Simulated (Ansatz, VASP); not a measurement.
## C: VASP beside Ansatz

```
CELL_PARAMETERS angstrom
1.23250 0.71158 3.36139
-1.23250 0.71158 3.36139
0.00000 -1.42317 3.36139
ATOMIC_POSITIONS crystal
C 0.18421 0.18421 0.15259
C 0.81579 0.81579 0.84741
```

Change from the starting cell: mode 4 frozen in at +0.071 Å and mode 6 at +0.045 Å (largest displacements).

Alike in both runs: task single point; functional PBE; dispersion D3(BJ); k mesh 15 × 15 × 15; occupations gaussian, width 0.05 eV; no spin polarisation.

```csv
,VASP,Ansatz
version,VASP 6.6.1,Ansatz 0.2.0
potentials or method,"VASP PAW PBE potentials, release 64 (C), cutoff 520 eV","scalar-relativistic, plane waves, PAW"
valence electrons in the cell,8,8
```

|  | VASP | Ansatz | Ansatz less VASP |
| --- | --- | --- | --- |
| gap on the k mesh at the Fermi level (eV) | 0.51 | 0.51 | +0.001 |
| least direct gap on the mesh (eV) | 0.51 | 0.51 | +0.001 |
| pressure (GPa) | 2.5 | 2.1 | -0.39 |
| traceless stress, the component that is largest in VASP (GPa) | 10.25 | 9.83 | -0.419 |
| rms of the force components (eV/Å) | 2.716 | 2.713 | -0.0026 |

Atom by atom the forces differ by 0.007 eV/Å (rms over components).
